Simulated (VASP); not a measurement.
Bi: single point with LDA

Bi:

```
CELL_PARAMETERS angstrom
3.53451 -3.17380 0.00000
3.53451 3.17380 0.00000
-1.27682 0.00000 3.15452
ATOMIC_POSITIONS crystal
Bi 0.75306 0.75306 0.85738
Bi 0.24694 0.24694 0.14262
```

This cell differs from its parent crystal: volume scaled by 1.04.

```
Program                : VASP 6.6.1
Task                   : single point
Functional             : LDA
Potentials or basis    : VASP PAW LDA potentials, release 64 (Bi_d)
Cutoff                 : 520 eV
k mesh                 : 6 × 6 × 9
Occupations            : fermi-dirac, width 0.05 eV
Spin                   : no spin polarisation
Dipole correction      : no
Further INCAR settings : ALGO = Fast; EDIFF = 1e-06; NBANDS = 22
```

```
Pressure               : -5.1 GPa
Largest force          : 0.135 eV/Å
Band gap on the k mesh : zero (band 15 reaches 9.07 eV, above the bottom of band 16 at 4.46 eV)
```

Forces in eV/Å, atoms in the order of the input:
```
Bi   0.110  0.000  0.079
Bi  -0.110  0.000 -0.079
```

Stress tensor (GPa, compression positive):
```
-4.93  0.00 -0.18
 0.00 -5.73  0.00
-0.18  0.00 -4.55
```

Levels at points of the mesh, in eV from the Fermi level:
| k point | band 11 | band 12 | band 13 | band 14 | band 15 | band 16 | band 17 | band 18 | band 19 | band 20 |
| --- | --- | --- | --- | --- | --- | --- | --- | --- | --- | --- |
| (0.00, 0.00, 0.00) | -12.83 | -9.21 | -2.90 | -2.63 | 2.91 | 2.94 | 3.58 | 3.90 | 4.05 | 6.56 |
| (0.50, 0.00, 0.00) | -11.48 | -11.28 | -1.07 | -0.93 | -0.69 | -0.60 | 3.27 | 4.33 | 7.60 | 8.28 |
| (0.50, 0.50, 0.00) | -11.13 | -10.89 | -4.66 | -4.64 | 3.03 | 3.74 | 4.90 | 5.22 | 8.64 | 9.47 |

It took 68 s on 1 thread of Intel(R) Xeon(R) 6975P-C (Granite Rapids) (shared host), peak memory 0.24 GiB.

Caveat: spin-orbit coupling is left out, which moves the levels of the heavy elements.
